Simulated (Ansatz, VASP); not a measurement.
# BaTiO3 in VASP and in Ansatz

```xyz
15
Lattice="2.8631 -1.6530 -2.3563 0.0000 3.3060 -2.3563 8.3765 4.8362 6.8966" Properties=species:S:1:pos:R:3 pbc="T T T"
Ba   10.7458    6.2041    1.8099
Ba    5.0197    2.8981   -2.9027
Ba    7.8827    4.5511   -0.5464
Ti    2.1566    1.2451   -1.6239
Ti    5.0197    2.8981    0.7324
Ti    7.8827    4.5511    3.0887
O     2.1566   -0.3728   -0.6885
O     5.0197    1.2802    1.6678
O     7.8827    2.9332    4.0241
O     0.7555    2.0541   -0.6885
O     3.6186    3.7070    1.6678
O     6.4816    5.3600    4.0241
O     3.5577    2.0541   -0.6885
O     6.4208    3.7070    1.6678
O     9.2839    5.3600    4.0241
```

Alike in both runs: task single point; functional PBE; k mesh 6 × 6 × 2; occupations gaussian, width 0.05 eV; no spin polarisation.

|  | VASP | Ansatz |
| --- | --- | --- |
| version | VASP 6.6.1 | Ansatz 0.2.0 |
| potentials or method | VASP PAW PBE potentials, release 64 (Ba_sv, Ti_sv, O), cutoff 520 eV | scalar-relativistic, plane waves, PAW |
| valence electrons in the cell | 120 | 120 |

```tsv
	VASP	Ansatz	Ansatz less VASP
gap on the k mesh at the Fermi level (eV)	2.47	2.51	+0.045
least direct gap on the mesh (eV)	2.82	2.83	+0.007
pressure (GPa)	6.2	4.5	-1.76
traceless stress, the component that is largest in VASP (GPa)	1.96	1.92	-0.044
rms of the force components (eV/Å)	0.470	0.446	-0.0238
```

Atom by atom the forces differ by 0.046 eV/Å (rms over components).

Spin-orbit coupling is off throughout.
